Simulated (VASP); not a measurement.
Set up this calculation in VASP 6.6.1, as the native input.

```yaml
Task: single point
Functional: revPBE
Potentials_or_basis: VASP PAW PBE potentials, release 64 (P)
Cutoff: 520 eV
k_mesh: 14 × 14 × 14
Occupations: fermi-dirac, width 0.1 eV
Spin: no spin polarisation
Dipole_correction: no
Further_INCAR_settings: ALGO = Normal; EDIFF = 1e-07; NBANDS = 8
```

The structure of P lies in POSCAR:

```
P
1.0
    2.4196212872      0.0000000000      0.0000000000
    0.0000000000      2.4196212872      0.0000000000
    0.0000000000      0.0000000000      2.4196212872
P
1
Direct
    0.0000000000      0.0000000000      0.0000000000
```

This cell differs from its parent crystal: volume scaled by 0.96.

The input as run:

INCAR

```
SYSTEM = P
ALGO = Normal ; EDIFF = 1E-7
ENCUT = 520 ; GGA = RE
ISIF = 2 ; ISMEAR = -1
LASPH = .True. ; LCHARG = .False.
LREAL = .False. ; LWAVE = .False.
NBANDS = 8 ; NELM = 60
PREC = Accurate ; SIGMA = 0.1
```

KPOINTS

```
k-points
0
Gamma
  14 14 14
  0 0 0
```

Potentials or basis: VASP PAW PBE potentials, release 64 (P).

Command:

```sh
$ cat potpaw_PBE.64/P/POTCAR > POTCAR
$ mpirun -np 1 vasp_std > vasp.out
```

It gave:

```json
{
  "Pressure": "4.9 GPa"
}
```

Caveat: the PAW data sets were made with another functional, which shifts forces and pressure a little.

It took 12 s on 1 thread of Intel Xeon 8259CL, on a shared host, peak memory 0.12 GiB.
